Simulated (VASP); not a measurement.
The system is Sb3Se.

```
CELL_PARAMETERS angstrom
3.84504 0.00000 0.00000
0.00000 3.84504 0.00000
0.00000 0.00000 10.04138
ATOMIC_POSITIONS crystal
Sb 0.50000 0.50000 0.76545
Sb 0.00000 0.00000 0.50000
Sb 0.50000 0.50000 0.23455
Se 0.00000 0.00000 0.00000
```

The cell was built from a structure type or drawn by symmetry, and may not be a known phase.

- Program: VASP 6.6.1
- Task: relaxation of cell and atoms
- Functional: PBE
- Potentials or basis: VASP PAW PBE potentials, release 64 (Sb, Se)
- Cutoff: 600 eV
- k mesh: 4 × 4 × 2
- Occupations: gaussian, width 0.1 eV
- Spin: no spin polarisation

At the start: pressure -9.8 GPa; volume 37.11 Å³/atom.

Question: How do energy, volume and symmetry change on relaxing?

Answer: Over 11 steps the energy falls by 604.7 meV/atom and the volume is 26.01 Å³/atom (-29.9 %); space group P4/mmm (No. 123, to 0.1 Å) before and after.

The path:
| step | energy change (eV) | largest force (eV/Å) | pressure (GPa) | volume (Å³) |
| --- | --- | --- | --- | --- |
| 1 | 0.0000 | 0.2080 | -9.76 | 148.46 |
| 2 | -2.0885 | 0.3689 | -1.32 | 104.90 |
| 3 | -2.1123 | 0.3659 | 0.57 | 101.57 |
| 4 | -2.2784 | 0.3414 | 0.96 | 101.21 |
| 5 | -2.3648 | 0.2426 | 2.88 | 99.93 |
| 6 | -2.3745 | 0.3062 | 2.30 | 100.25 |
| 7 | -2.3899 | 0.1376 | -1.83 | 107.22 |
| 8 | -2.4090 | 0.2293 | -0.17 | 104.31 |
| 9 | -2.4090 | 0.2317 | -0.12 | 104.22 |
| 10 | -2.4159 | 0.1421 | -0.07 | 104.15 |
| 11 | -2.4190 | 0.0323 | -0.03 | 104.05 |

Final structure:
```
CELL_PARAMETERS angstrom
3.64686 0.00000 0.00000
0.00000 3.64686 0.00000
0.00000 0.00000 7.82387
ATOMIC_POSITIONS crystal
Sb 0.50000 0.50000 0.77833
Sb 0.00000 0.00000 0.50000
Sb 0.50000 0.50000 0.22167
Se 0.00000 0.00000 0.00000
```

Caveat: the k points lie up to 0.43 Å⁻¹ apart in the final cell, too coarse for converged energies and pressures of a metal; the volume moved by over 15 % at a fixed basis, so the end points are rough.
